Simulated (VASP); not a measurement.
# SnTe (Pm-3m) in VASP: settings compared

Aim: see how the results for SnTe move with the level of theory and the settings. Levels: PBE, RPBE+D4, revPBE, BLYP. Tasks: single point, relaxation of cell and atoms.

Everything below comes from runs of VASP 6.6.1. Logs are shortened: lines on timing, memory, paths and dates and some standing lists are left out, and cuts for length are marked.

**1. The cell of the first run**

Symmetry: Pm-3m, No. 221, cubic system. The conventional cell has a = 3.956 Å, b = 3.956 Å, c = 3.956 Å, α = 90.00°, β = 90.00°, γ = 90.00°. Within 4.5 Å of Te (site symmetry m-3m) lie 8 Sn at 3.43 Å and 6 Te at 3.96 Å. Within 4.5 Å of Sn (site symmetry m-3m) lie 8 Te at 3.43 Å and 6 Sn at 3.96 Å.

**2. Single point, PBE (volume scaled by 1.04)**

INCAR

```
SYSTEM = SnTe
PREC = Accurate
ENCUT = 520
EDIFF = 1E-6
ISMEAR = -1
SIGMA = 0.05
LREAL = .FALSE.
LASPH = .TRUE.
NELM = 80
ALGO = Normal
ISIF = 2
LWAVE = .FALSE.
LCHARG = .FALSE.
GGA = PE
NBANDS = 17
```

KPOINTS

```
regular mesh
0
G
  7 7 7
  0 0 0
```

POSCAR

```
SnTe
1.0
    3.9560835241      0.0000000000      0.0000000000
    0.0000000000      3.9560835241      0.0000000000
    0.0000000000      0.0000000000      3.9560835241
Te Sn
1 1
Direct
    0.5000000000      0.5000000000      0.5000000000
    0.0000000000      0.0000000000      0.0000000000
```

Potentials or basis: VASP PAW PBE potentials, release 64 (Te, Sn_d).

Launch:

```sh
$ cat potpaw_PBE.64/Te/POTCAR potpaw_PBE.64/Sn_d/POTCAR > POTCAR
$ mpirun -np 1 vasp_std > vasp.out
```

OUTCAR:

```text
SYSTEM = SnTe
   PREC = Accurate
   ENCUT = 520
   EDIFF = 1E-6
   ISMEAR = -1
   LREAL = .FALSE.
   LASPH = .TRUE.
   NELM = 80
   ISIF = 2
   GGA = PE

 ion  position               nearest neighbor table
   1  0.500  0.500  0.500-   2 3.43   2 3.43   2 3.43   2 3.43   2 3.43   2 3.43   2 3.43   2 3.43

   2  0.000  0.000  0.000-   1 3.43   1 3.43   1 3.43   1 3.43   1 3.43   1 3.43   1 3.43   1 3.43

  LATTYP: Found a simple cubic cell.
 ALAT       =     3.9560835241

  Lattice vectors:

 A1 = (   3.9560835241,   0.0000000000,   0.0000000000)
 A2 = (   0.0000000000,   3.9560835241,   0.0000000000)
 A3 = (   0.0000000000,   0.0000000000,   3.9560835241)

Analysis of symmetry for initial positions (statically):
=====================================================================
 Subroutine PRICEL returns:
 Original cell was already a primitive cell.

 Routine SETGRP: Setting up the symmetry group for a
 simple cubic supercell.

 Subroutine GETGRP returns: Found 48 space group operations
 (whereof 48 operations were pure point group operations)
 out of a pool of 48 trial point group operations.

The static configuration has the point symmetry O_h .

Analysis of symmetry for dynamics (positions and initial velocities):
=====================================================================
 Subroutine PRICEL returns:
 Original cell was already a primitive cell.

 Routine SETGRP: Setting up the symmetry group for a
 simple cubic supercell.

 Subroutine GETGRP returns: Found 48 space group operations
 (whereof 48 operations were pure point group operations)
 out of a pool of 48 trial point group operations.

The dynamic configuration has the point symmetry O_h .

 Subroutine INISYM returns: Found 48 space group operations
 (whereof 48 operations are pure point group operations),
 and found     1 'primitive' translations

----------------------------------------------------------------------------------------

                                     Primitive cell

  volume of cell :      61.9151

  direct lattice vectors                    reciprocal lattice vectors
     3.956083524  0.000000000  0.000000000     0.252775250  0.000000000  0.000000000
     0.000000000  3.956083524  0.000000000     0.000000000  0.252775250  0.000000000
     0.000000000  0.000000000  3.956083524     0.000000000  0.000000000  0.252775250

  length of vectors
[... 75 lines left out ...]
   ENCUT  =  520.0 eV  38.22 Ry    6.18 a.u.   7.36  7.36  7.36*2*pi/ulx,y,z
   NELM   =     80;   NELMIN=  2; NELMDL= -5     # of ELM steps
   EDIFF  = 0.1E-05   stopping-criterion for ELM
   LREAL  =      F    real-space projection
   EDIFFG = 0.1E-04   stopping-criterion for IOM
   NSW    =      0    number of steps for IOM
   IBRION =     -1    ionic relax: 0-MD 1-quasi-New 2-CG
   NFREE  =      0    steps in history (QN), initial steepest desc. (CG)
   ISIF   =      2    stress and relaxation
   ISYM   =      2    0-nonsym 1-usesym 2-fastsym
   POTIM  = 0.5000    time-step for ionic-motion
   TEBEG  =    0.0;   TEEND  =   0.0 temperature during run
   PSTRESS=    0.0 pullay stress
   NELECT =      20.0000    total number of electrons
   NUPDOWN=      -1.0000    fix difference up-down
   EMIN   =  10.00;   EMAX   =-10.00  energy-range for DOS
   EFERMI =   0.00;   METHOD = LEGACY
   ISMEAR =    -1;   SIGMA  =   0.05  broadening in eV -4-tet -1-fermi 0-gaus
   EFERMI_NEDOS =   21; number of points for ismear=-14 and -15
   IALGO  =     38    algorithm
   IMIX   =      4    mixing-type and parameters
     AMIX     =   0.40;   BMIX     =  1.00
     AMIX_MAG =   1.60;   BMIX_MAG =  1.00
  volume/ion in A,a.u.               =      30.96       208.91
  Fermi-wavevector in a.u.,A,eV,Ry     =   1.123275  2.122682 17.167103  1.261746
  Thomas-Fermi vector in A             =   2.259940
   LORBIT       =      0    0 simple, 1 ext, 2 COOP (PROOUT), +10 PAW based schemes
   GGA     = PE    functional components
   LHFCALC =     F    Hartree Fock is set to
   AEXX    =    0.0000 exact exchange contribution
   IVDW    =     0    specifies the selected vdW correction
   LEPSILON=     F    determine dielectric tensor
   LRPA    =     F    only Hartree local field effects (RPA)
 non-spin polarized calculation
  energy-cutoff  :      520.00
  volume of cell :       61.92
 maximum number of plane-waves:      1743
 NGX is ok and might be reduce to    30
   NGX = 15   NGY = 15   NGZ = 15

 number of electron      20.0000000 magnetization

 Free energy of the ion-electron system (eV)
  ---------------------------------------------------
  ext. energy  EPLUGINS =         0.00000000
  ---------------------------------------------------
  free energy    TOTEN  =        -7.05590288 eV

  energy without entropy =       -7.03372471  energy(sigma->0) =       -7.04481380

 E-fermi :   6.5524     XC(G=0):  -9.7010

 val. band max:        6.5511759546   @ k =   0.4286   0.2857   0.2857
 cond. band min:       6.5906151112   @ k =   0.2857   0.1429   0.1429
 fundamental gap:      0.0394391567
 Fermi energy:         6.5523846848

 k-point     1 :       0.0000    0.0000    0.0000
  band No.  band energies     occupation
      1     -15.0538      2.00000
      2     -15.0538      2.00000
      3     -15.0209      2.00000
      4     -15.0209      2.00000
      5     -15.0209      2.00000
      6      -5.4888      2.00000
[... 377 lines left out ...]
      4     -15.0121      2.00000
      5     -15.0121      2.00000
      6      -3.3124      2.00000
[... 9 lines left out ...]
     16      19.0204      0.00000
     17      20.8332      0.00000

------------------------ aborting loop because EDIFF is reached ----------------------------------------

  FORCE on cell =-STRESS in cart. coord.  units (eV):
  Direction    XX          YY          ZZ          XY          YZ          ZX
  --------------------------------------------------------------------------------------
  -------------------------------------------------------------------------------------
  Total       -0.8467325     -0.8467325     -0.8467325     -0.0000000     -0.0000000      0.0000000
  in kB      -21.9109111    -21.9109111    -21.9109111     -0.0000000     -0.0000000      0.0000000
  external PRESSURE =     -21.9109111 kB  Pullay stress =       0.0000000 kB

 VOLUME and BASIS-vectors are now :
 -----------------------------------------------------------------------------
  energy-cutoff  :      520.00
  volume of cell :       61.92
      direct lattice vectors                 reciprocal lattice vectors
     3.956083524  0.000000000  0.000000000     0.252775250  0.000000000  0.000000000
     0.000000000  3.956083524  0.000000000     0.000000000  0.252775250  0.000000000
     0.000000000  0.000000000  3.956083524     0.000000000  0.000000000  0.252775250

 POSITION                                       TOTAL-FORCE (eV/Angst)
 -----------------------------------------------------------------------------------
      1.97804      1.97804      1.97804         0.000000      0.000000      0.000000
      0.00000      0.00000      0.00000         0.000000      0.000000      0.000000
 -----------------------------------------------------------------------------------
    total drift:                               -0.000000     -0.000000     -0.000000

  FREE ENERGIE OF THE ION-ELECTRON SYSTEM (eV)
  ---------------------------------------------------
  free  energy   TOTEN  =        -7.0559028844 eV

  energy  without entropy=       -7.0337247071  energy(sigma->0) =       -7.04481380
```

OSZICAR:

```text
N       E                     dE             d eps       ncg     rms          rms(c)
DAV:   1     0.126919659795E+03    0.12692E+03   -0.94407E+03   680   0.134E+03
DAV:   2     0.431205910237E+01   -0.12261E+03   -0.11878E+03   721   0.325E+02
DAV:   3    -0.684650921857E+01   -0.11159E+02   -0.10958E+02   849   0.864E+01
DAV:   4    -0.716377618527E+01   -0.31727E+00   -0.31698E+00   789   0.151E+01
DAV:   5    -0.717534557027E+01   -0.11569E-01   -0.11569E-01   989   0.291E+00    0.413E+00
DAV:   6    -0.705615871881E+01    0.11919E+00   -0.33911E-01   910   0.342E+00    0.264E+00
DAV:   7    -0.705624081386E+01   -0.82095E-04   -0.23343E-02   738   0.837E-01    0.133E+00
DAV:   8    -0.705584393269E+01    0.39688E-03   -0.36244E-03   823   0.376E-01    0.238E-01
DAV:   9    -0.705587600615E+01   -0.32073E-04   -0.26272E-04   959   0.944E-02    0.134E-01
DAV:  10    -0.705590751142E+01   -0.31505E-04   -0.54528E-05   802   0.644E-02    0.422E-02
DAV:  11    -0.705590309110E+01    0.44203E-05   -0.11892E-05   864   0.260E-02    0.114E-02
DAV:  12    -0.705590288441E+01    0.20669E-06   -0.87145E-07   480   0.531E-03
   1 F= -.70559029E+01 E0= -.70448138E+01  d E =-.221782E-01
```

Run time: 24 s. Hardware: 1 thread of AMD EPYC 7R43 (Zen 3), shared host; peak memory 0.14 GiB.

What came out:

| Item | Value |
| --- | --- |
| Free energy | -7.0559 eV |
| Pressure | -2.2 GPa |
| Band gap on the k mesh | zero (band 10 reaches 6.77 eV, above the bottom of band 11 at 5.81 eV) |

Caveat: spin-orbit coupling is left out, which moves the levels of the heavy elements.

**3. Single point, PBE (volume scaled by 1.06)**

INCAR

```
ALGO = Normal ; EDIFF = 1E-6
ENCUT = 520 ; GGA = PE
ISIF = 2 ; ISMEAR = -1
LASPH = True ; LCHARG = False
LREAL = False ; LWAVE = False
NBANDS = 17 ; NELM = 100
PREC = Accurate ; SIGMA = 0.05
```

KPOINTS

```
k-points
0
Gamma
  7 7 7
```

POSCAR

```
SnTe
1.0
    3.9812821877      0.0000000000      0.0000000000
    0.0000000000      3.9812821877      0.0000000000
    0.0000000000      0.0000000000      3.9812821877
Te Sn
1 1
Direct
    0.5000000000      0.5000000000      0.5000000000
    0.0000000000      0.0000000000      0.0000000000
```

Potentials or basis: VASP PAW PBE potentials, release 64 (Te, Sn_d).

Launch:

```sh
$ cat potpaw_PBE.64/Te/POTCAR potpaw_PBE.64/Sn_d/POTCAR > POTCAR
$ mpirun -np 1 vasp_std > vasp.out
```

OUTCAR:

```text
EDIFF = 1E-6
   ENCUT = 520
   GGA = PE
   ISIF = 2
   ISMEAR = -1
   LASPH = True
   LREAL = False
   NELM = 100
   PREC = Accurate

 ion  position               nearest neighbor table
   1  0.500  0.500  0.500-   2 3.45   2 3.45   2 3.45   2 3.45   2 3.45   2 3.45   2 3.45   2 3.45

   2  0.000  0.000  0.000-   1 3.45   1 3.45   1 3.45   1 3.45   1 3.45   1 3.45   1 3.45   1 3.45

  LATTYP: Found a simple cubic cell.
 ALAT       =     3.9812821877

  Lattice vectors:

 A1 = (   3.9812821877,   0.0000000000,   0.0000000000)
 A2 = (   0.0000000000,   3.9812821877,   0.0000000000)
 A3 = (   0.0000000000,   0.0000000000,   3.9812821877)

Analysis of symmetry for initial positions (statically):
=====================================================================
 Subroutine PRICEL returns:
 Original cell was already a primitive cell.

 Routine SETGRP: Setting up the symmetry group for a
 simple cubic supercell.

 Subroutine GETGRP returns: Found 48 space group operations
 (whereof 48 operations were pure point group operations)
 out of a pool of 48 trial point group operations.

The static configuration has the point symmetry O_h .

Analysis of symmetry for dynamics (positions and initial velocities):
=====================================================================
 Subroutine PRICEL returns:
 Original cell was already a primitive cell.

 Routine SETGRP: Setting up the symmetry group for a
 simple cubic supercell.

 Subroutine GETGRP returns: Found 48 space group operations
 (whereof 48 operations were pure point group operations)
 out of a pool of 48 trial point group operations.

The dynamic configuration has the point symmetry O_h .

 Subroutine INISYM returns: Found 48 space group operations
 (whereof 48 operations are pure point group operations),
 and found     1 'primitive' translations
[... 104 lines left out ...]
   EFERMI =   0.00;   METHOD = LEGACY
   ISMEAR =    -1;   SIGMA  =   0.05  broadening in eV -4-tet -1-fermi 0-gaus
   EFERMI_NEDOS =   21; number of points for ismear=-14 and -15
   IALGO  =     38    algorithm
   IMIX   =      4    mixing-type and parameters
     AMIX     =   0.40;   BMIX     =  1.00
     AMIX_MAG =   1.60;   BMIX_MAG =  1.00
  volume/ion in A,a.u.               =      31.55       212.93
  Fermi-wavevector in a.u.,A,eV,Ry     =   1.116165  2.109247 16.950479  1.245825
  Thomas-Fermi vector in A             =   2.252777
   LORBIT       =      0    0 simple, 1 ext, 2 COOP (PROOUT), +10 PAW based schemes
   GGA     = PE    functional components
   LHFCALC =     F    Hartree Fock is set to
   AEXX    =    0.0000 exact exchange contribution
   IVDW    =     0    specifies the selected vdW correction
   LEPSILON=     F    determine dielectric tensor
   LRPA    =     F    only Hartree local field effects (RPA)
 non-spin polarized calculation
  energy-cutoff  :      520.00
  volume of cell :       63.11
 maximum number of plane-waves:      1743
 NGX is ok and might be reduce to    30
   NGX = 15   NGY = 15   NGZ = 15

 number of electron      20.0000013 magnetization

 Free energy of the ion-electron system (eV)
  ---------------------------------------------------
  ext. energy  EPLUGINS =         0.00000000
  ---------------------------------------------------
  free energy    TOTEN  =        -7.03822877 eV

  energy without entropy =       -7.01571116  energy(sigma->0) =       -7.02696996

 E-fermi :   6.3417     XC(G=0):  -9.6141

 val. band max:        6.3309965434   @ k =   0.4286   0.2857   0.0000
 cond. band min:       6.3449051255   @ k =   0.2857   0.1429   0.1429
 fundamental gap:      0.0139085821
 Fermi energy:         6.3416573935

 k-point     1 :       0.0000    0.0000    0.0000
  band No.  band energies     occupation
      1     -15.2927      2.00000
      2     -15.2927      2.00000
      3     -15.2615      2.00000
      4     -15.2615      2.00000
      5     -15.2615      2.00000
      6      -5.5807      2.00000
[... 377 lines left out ...]
      4     -15.2540      2.00000
      5     -15.2540      2.00000
      6      -3.4936      2.00000
[... 9 lines left out ...]
     16      18.6466      0.00000
     17      20.4505      0.00000

------------------------ aborting loop because EDIFF is reached ----------------------------------------

  FORCE on cell =-STRESS in cart. coord.  units (eV):
  Direction    XX          YY          ZZ          XY          YZ          ZX
  --------------------------------------------------------------------------------------
  -------------------------------------------------------------------------------------
  Total       -1.0411258     -1.0411258     -1.0411258     -0.0000000     -0.0000000      0.0000000
  in kB      -26.4329050    -26.4329050    -26.4329050     -0.0000000     -0.0000000      0.0000000
  external PRESSURE =     -26.4329050 kB  Pullay stress =       0.0000000 kB

 VOLUME and BASIS-vectors are now :
 -----------------------------------------------------------------------------
  energy-cutoff  :      520.00
  volume of cell :       63.11
      direct lattice vectors                 reciprocal lattice vectors
     3.981282188  0.000000000  0.000000000     0.251175363  0.000000000  0.000000000
     0.000000000  3.981282188  0.000000000     0.000000000  0.251175363  0.000000000
     0.000000000  0.000000000  3.981282188     0.000000000  0.000000000  0.251175363

 POSITION                                       TOTAL-FORCE (eV/Angst)
 -----------------------------------------------------------------------------------
      1.99064      1.99064      1.99064         0.000000      0.000000      0.000000
      0.00000      0.00000      0.00000         0.000000      0.000000      0.000000
 -----------------------------------------------------------------------------------
    total drift:                               -0.000000     -0.000000     -0.000000

  FREE ENERGIE OF THE ION-ELECTRON SYSTEM (eV)
  ---------------------------------------------------
  free  energy   TOTEN  =        -7.0382287693 eV

  energy  without entropy=       -7.0157111560  energy(sigma->0) =       -7.02696996
```

Wall time 28 s (1 thread of AMD EPYC 7R43 (Zen 3), shared host); peak memory 0.14 GiB.

What came out:

| Property | Result |
| --- | --- |
| Free energy | -7.0382 eV |
| Pressure | -2.6 GPa |
| Band gap on the k mesh | zero (band 10 reaches 6.55 eV, above the bottom of band 11 at 5.64 eV) |

Levels at points of the mesh, in eV from the Fermi level:
| k point | band 6 | band 7 | band 8 | band 9 | band 10 | band 11 | band 12 | band 13 | band 14 | band 15 |
| --- | --- | --- | --- | --- | --- | --- | --- | --- | --- | --- |
| (0.00, 0.00, 0.00) | -11.92 | -5.47 | -1.58 | -1.58 | -1.58 | 3.73 | 3.73 | 4.99 | 4.99 | 4.99 |

Caveat: spin-orbit coupling is left out, which moves the levels of the heavy elements.

(Continued in part 2 of 2.)
